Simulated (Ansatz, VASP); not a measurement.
**One calculation of LiH, two programs**

```
Li H
1.0
     0.00000    2.14512    2.14512
     2.14512    0.00000    2.14512
     2.14512    2.14512    0.00000
Li H
1 1
Cartesian
  0.0000 0.0000 0.0000
  1.0726 1.0726 1.0726
```

Alike in both runs: task single point; functional HSE06; k mesh 4 × 4 × 4; no spin polarisation.

|  | VASP | Ansatz |
| --- | --- | --- |
| version | VASP 6.6.1 | Ansatz 0.2.0 |
| potentials or method | VASP PAW PBE potentials, release 64 (Li_sv, H) | plane waves |
| plane-wave cutoff (eV) | 520 | 420 |
| occupations | gaussian, width 0.01 eV | fixed |
| valence electrons in the cell | 4 | 4 |

```tsv
	VASP	Ansatz	Ansatz less VASP
gap on the k mesh at the Fermi level (eV)	5.25	5.24	-0.004
```

Ansatz's warnings: stress exchange threshold loose, stress scf threshold loose.

The k mesh is coarse, so the values compare programs but aren't converged. Noted on VASP's run: the cutoff is short for stress, so the pressure is rough.
